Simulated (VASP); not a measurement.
# RbBr (Fm-3m) in VASP: dielectric tensor with PBE

Aim: the dielectric tensor of RbBr with PBE.

Everything below comes from runs of VASP 6.6.1. Logs are shortened: lines on timing, memory, paths and dates and some standing lists are left out, and cuts for length are marked.

## (1) The cell of the first run

Symmetry: Fm-3m, No. 225, cubic system. The conventional cell has a = 6.854 Å, b = 6.854 Å, c = 6.854 Å, α = 90.00°, β = 90.00°, γ = 90.00°. Rb (site symmetry m-3m) has 6 Br at 3.43 Å within 4.5 Å. Br (site symmetry m-3m) has 6 Rb at 3.43 Å within 4.5 Å.

## (2) Dielectric tensor, PBE

The input, INCAR:

```
PREC     = Accurate       # precision mode
ENCUT    = 520            # plane-wave cutoff, eV
EDIFF    = 1E-8           # SCF threshold, eV
ISMEAR   = 0              # smearing method
SIGMA    = 0.01           # smearing width, eV
LREAL    = F              # projectors in reciprocal space
LASPH    = T              # aspherical terms in the spheres
NELM     = 100            # most SCF steps
ALGO     = Normal         # electronic algorithm
ISIF     = 2              # what is computed and relaxed
LWAVE    = F              # write WAVECAR
LCHARG   = F              # write CHGCAR
GGA      = PE             # functional
LEPSILON = T              # dielectric tensor by DFPT
ISYM     = 0
```

The input, KPOINTS:

```
Automatic mesh
0
Gamma
  3 3 3
  0.5 0.5 0.5
```

The input, POSCAR:

```
RbBr
1.0
    0.0000000000      3.4270000000      3.4270000000
    3.4270000000      0.0000000000      3.4270000000
    3.4270000000      3.4270000000      0.0000000000
Rb Br
1 1
Direct
    0.0000000000      0.0000000000      0.0000000000
    0.5000000000      0.5000000000      0.5000000000
```

Potentials or basis: VASP PAW PBE potentials, release 64 (Rb_sv, Br).

Run with:

```console
cat potpaw_PBE.64/Rb_sv/POTCAR potpaw_PBE.64/Br/POTCAR > POTCAR
mpirun -np 1 vasp_std > vasp.out
```

OUTCAR:

```text
PREC = Accurate
   ENCUT = 520
   EDIFF = 1E-8
   ISMEAR = 0
   LREAL = F
   LASPH = T
   NELM = 100
   ISIF = 2
   GGA = PE
   LEPSILON = T
   ISYM = 0

 ion  position               nearest neighbor table
   1  0.000  0.000  0.000-   2 3.43   2 3.43   2 3.43   2 3.43   2 3.43   2 3.43
   2  0.500  0.500  0.500-   1 3.43   1 3.43   1 3.43   1 3.43   1 3.43   1 3.43

IMPORTANT INFORMATION: All symmetrisations will be switched off!
NOSYMM: (Re-)initialisation of all symmetry stuff for point group C_1.

----------------------------------------------------------------------------------------

                                     Primitive cell

  volume of cell :      80.4956

  direct lattice vectors                    reciprocal lattice vectors
     0.000000000  3.427000000  3.427000000    -0.145900204  0.145900204  0.145900204
     3.427000000  0.000000000  3.427000000     0.145900204 -0.145900204  0.145900204
     3.427000000  3.427000000  0.000000000     0.145900204  0.145900204 -0.145900204

  length of vectors
     4.846509878  4.846509878  4.846509878     0.252706567  0.252706567  0.252706567

  position of ions in fractional coordinates (direct lattice)
     0.000000000  0.000000000  0.000000000
     0.500000000  0.500000000  0.500000000

  ion indices of the primitive-cell ions
   primitive index   ion index
                 1           1
                 2           2

----------------------------------------------------------------------------------------

 KPOINTS: Automatic mesh

Automatic generation of k-mesh.
 Grid dimensions read from file:
 generate k-points for:    3    3    3

 Generating k-lattice:

  Cartesian coordinates                     Fractional coordinates (reciprocal lattice)
    -0.048633401  0.048633401  0.048633401     0.333333333  0.000000000  0.000000000
     0.048633401 -0.048633401  0.048633401     0.000000000  0.333333333  0.000000000
     0.048633401  0.048633401 -0.048633401     0.000000000  0.000000000  0.333333333

  Length of vectors
     0.084235522  0.084235522  0.084235522

  Shift w.r.t. Gamma in fractional coordinates (k-lattice)
     0.500000000  0.500000000  0.500000000

 Subroutine IBZKPT returns following result:
 ===========================================

 Found     56 irreducible k-points:

 Following reciprocal coordinates:
            Coordinates               Weight
  0.166667  0.166667  0.166667      2.000000
  0.166667  0.000000  0.000000      2.000000
  0.000000  0.000000 -0.166667      2.000000
  0.000000  0.166667  0.000000      2.000000
  0.500000  0.166667  0.166667      2.000000
  0.166667  0.500000  0.166667      2.000000
[... 16 lines left out ...]
  0.000000 -0.333333 -0.166667      2.000000
 -0.333333  0.000000 -0.166667      2.000000
 [... further k-points ...]
   k-points           NKPTS =     56   k-points in BZ     NKDIM =     56   number of bands    NBANDS=     12
   number of dos      NEDOS =    301   number of ions     NIONS =      2
   total plane-waves  NPLWV =  46656
   dimension x,y,z NGX =    36 NGY =   36 NGZ =   36
   dimension x,y,z NGXF=    72 NGYF=   72 NGZF=   72
   ions per type =               1   1
   NGX,Y,Z   is equivalent  to a cutoff of  12.35, 12.35, 12.35 a.u.
   NGXF,Y,Z  is equivalent  to a cutoff of  24.70, 24.70, 24.70 a.u.
 SYSTEM =  unknown system
   PREC   = accura    normal or accurate (medium, high low for compatibility)
   ISTART =      0    job   : 0-new  1-cont  2-samecut
   ICHARG =      2    charge: 1-file 2-atom 10-const
   ISPIN  =      1    spin polarized calculation?
   LNONCOLLINEAR =      F non collinear calculations
   LSORBIT =      F    spin-orbit coupling
   LASPH  =      T    aspherical Exc in radial PAW
   ENCUT  =  520.0 eV  38.22 Ry    6.18 a.u.   9.01  9.01  9.01*2*pi/ulx,y,z
   NELM   =    100;   NELMIN=  2; NELMDL= -5     # of ELM steps
   EDIFF  = 0.1E-07   stopping-criterion for ELM
   LREAL  =      F    real-space projection
   EDIFFG = 0.1E-06   stopping-criterion for IOM
[... 31 lines left out ...]
  volume of cell :       80.50
 maximum number of plane-waves:      2194
   NGX = 17   NGY = 17   NGZ = 17

--------------------------------------- Ionic step        1  -------------------------------------------

 number of electron      15.9999999 magnetization

 E-fermi :  -1.7247     XC(G=0):  -7.2337

 val. band max:       -1.8477395292   @ k =   0.0000   0.1667   0.0000
 cond. band min:       3.2501582941   @ k =   0.1667   0.1667   0.1667
 fundamental gap:      5.0978978234
 Fermi energy:        -1.7247278569

 k-point     1 :       0.1667    0.1667    0.1667
  band No.  band energies     occupation
      1     -26.1640      2.00000
      2     -13.9447      2.00000
      3     -10.2451      2.00000
      4     -10.2451      2.00000
      5     -10.2311      2.00000
      6      -2.0570      2.00000
      7      -1.8477      2.00000
      8      -1.8477      2.00000
      9       3.2502      0.00000
     10       5.3954      0.00000
     11       5.8557      0.00000
     12       5.8557      0.00000
[... 331 lines left out ...]
 k-point    24 :      -0.3333    0.0000   -0.1667
  band No.  band energies     occupation
      1     -26.1593      2.00000
      2     -13.9459      2.00000
      3     -10.2719      2.00000
      4     -10.2691      2.00000
      5     -10.2333      2.00000
      6      -2.4207      2.00000
      7      -1.9693      2.00000
      8      -1.9185      2.00000
      9       4.3007      0.00000
     10       4.8176      0.00000
     11       6.9432      0.00000
     12       7.1004      0.00000

 [... further k-points ...]

  FORCE on cell =-STRESS in cart. coord.  units (eV):
  Direction    XX          YY          ZZ          XY          YZ          ZX
  --------------------------------------------------------------------------------------
  -------------------------------------------------------------------------------------
  Total        0.5143904      0.5143896      0.5143903      0.0000027      0.0000025      0.0000024
  in kB       10.2383775     10.2383608     10.2383750      0.0000535      0.0000506      0.0000476
  external PRESSURE =      10.2383711 kB  Pullay stress =       0.0000000 kB

 VOLUME and BASIS-vectors are now :
 -----------------------------------------------------------------------------
  energy-cutoff  :      520.00
  volume of cell :       80.50
      direct lattice vectors                 reciprocal lattice vectors
     0.000000000  3.427000000  3.427000000    -0.145900204  0.145900204  0.145900204
     3.427000000  0.000000000  3.427000000     0.145900204 -0.145900204  0.145900204
     3.427000000  3.427000000  0.000000000     0.145900204  0.145900204 -0.145900204

 POSITION                                       TOTAL-FORCE (eV/Angst)
 -----------------------------------------------------------------------------------
      0.00000      0.00000      0.00000         0.000000      0.000000     -0.000000
      3.42700      3.42700      3.42700        -0.000000     -0.000000      0.000000
 -----------------------------------------------------------------------------------
    total drift:                                0.000000      0.000000      0.000000

  FREE ENERGIE OF THE ION-ELECTRON SYSTEM (eV)
  ---------------------------------------------------
  free  energy   TOTEN  =        -6.0978292846 eV

  energy  without entropy=       -6.0978292846  energy(sigma->0) =       -6.09782928

 HEAD OF MICROSCOPIC STATIC DIELECTRIC TENSOR (INDEPENDENT PARTICLE, excluding Hartree and local field effects)
 ------------------------------------------------------
           2.808659    -0.000001     0.000001
          -0.000000     2.808650     0.000001
           0.000002    -0.000001     2.808674
 ------------------------------------------------------

 Free energy of the ion-electron system (eV)
  ---------------------------------------------------
  ---------------------------------------------------
  free energy    TOTEN  =        -0.39578199 eV

  energy without entropy =       -0.39578199

------------------------ aborting loop because EDIFF is reached ----------------------------------------

--------------------------------------- Ionic step        2  -------------------------------------------

------------------------ aborting loop because EDIFF is reached ----------------------------------------

--------------------------------------- Ionic step        3  -------------------------------------------

 Free energy of the ion-electron system (eV)
  ---------------------------------------------------
  ---------------------------------------------------
  free energy    TOTEN  =        -0.39578308 eV

  energy without entropy =       -0.39578308

------------------------ aborting loop because EDIFF is reached ----------------------------------------

 PIEZOELECTRIC TENSOR FIELD DIRECTION 3  (e Angst)
 -----------------------------------------------------------------------------
    -0.00018  0.00000 -0.00001           (  0.00000 -0.00000 -0.00000)
    -0.00000 -0.00018 -0.00000           ( -0.00000  0.00000 -0.00000)
    -0.00000 -0.00000 -0.00006           ( -0.00000 -0.00000  0.00000)

 PIEZOELECTRIC TENSOR FIELD DIRECTION 3  (C/m^2)
 -----------------------------------------------------------------------------
    -0.00004  0.00000 -0.00000
    -0.00000 -0.00004 -0.00000
    -0.00000 -0.00000 -0.00001

 MACROSCOPIC STATIC DIELECTRIC TENSOR (including local field effects in DFT)
 ------------------------------------------------------
           2.537729    -0.000000     0.000001
           0.000000     2.537721     0.000000
           0.000001    -0.000001     2.537740
 ------------------------------------------------------

 PIEZOELECTRIC TENSOR (including local field effects)  for field in x, y, z        (e  Angst)
          XX          YY          ZZ          XY          YZ          ZX
  --------------------------------------------------------------------------------
  x     0.00000     0.00000     0.00000    -0.00000     0.00000    -0.00059
  y    -0.00001     0.00000     0.00000    -0.00000    -0.00059    -0.00000
  z    -0.00018    -0.00018    -0.00006    -0.00000    -0.00000    -0.00001

 PIEZOELECTRIC TENSOR (including local field effects)  for field in x, y, z        (C/m^2)
          XX          YY          ZZ          XY          YZ          ZX
  --------------------------------------------------------------------------------
  x     0.00000     0.00000     0.00000    -0.00000     0.00000    -0.00012
  y    -0.00000     0.00000     0.00000    -0.00000    -0.00012    -0.00000
  z    -0.00004    -0.00004    -0.00001    -0.00000    -0.00000    -0.00000

 BORN EFFECTIVE CHARGES (including local field effects) (in |e|, cummulative output)
 ---------------------------------------------------------------------------------
 ion    1
    1     1.15385     0.00001    -0.00001
    2    -0.00000     1.15384     0.00000
    3     0.00001     0.00000     1.15385
 ion    2
    1    -1.15385    -0.00001     0.00001
    2     0.00000    -1.15384    -0.00000
    3    -0.00001    -0.00000    -1.15385
```

Run time: 29 min. Hardware: 1 thread of AMD EPYC 7R13, shared host; peak memory 0.3 GiB.

Results:

```yaml
Band_gap_on_the_k_mesh: 5.10 eV, direct
Electronic_dielectric_tensor_diagonal: 2.54
Born_charges_mean_of_the_diagonal: Rb +1.15; Br -1.15 e
```

Electronic dielectric tensor:
```
2.54 0.00 0.00
0.00 2.54 0.00
0.00 0.00 2.54
```

Born effective charge tensors (e):
atom 1, Rb
```
1.15 0.00 0.00
0.00 1.15 0.00
0.00 0.00 1.15
```
atom 2, Br
```
-1.15  0.00  0.00
 0.00 -1.15  0.00
 0.00  0.00 -1.15
```
